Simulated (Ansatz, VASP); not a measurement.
# Hf in VASP and in Ansatz

```
CELL_PARAMETERS angstrom
0.00000 2.20510 2.20510
2.20510 0.00000 2.20510
2.20510 2.20510 0.00000
ATOMIC_POSITIONS crystal
Hf 0.00000 0.00000 0.00000
```

Change from the starting cell: volume scaled by 0.98, crystal datasets.

Alike in both runs: task electric field gradients; functional PBE; k mesh 13 × 13 × 13; occupations fermi-dirac, width 0.03 eV; no spin polarisation.

|  | VASP | Ansatz |
| --- | --- | --- |
| version | VASP 6.6.1 | Ansatz 0.2.0 |
| potentials or method | VASP PAW PBE potentials, release 64 (Hf_pv), cutoff 400 eV | all-electron PAW with datasets made for the crystal, scalar-relativistic |

VASP gave:

```
pressure (GPa) : 5.2
```

**Question.** What did Ansatz give for the same quantities?

**Answer.** Pressure (GPa): 5.7.

Ansatz ran all-electron here, and VASP with PAW potentials.

Neither program's run includes spin-orbit coupling.
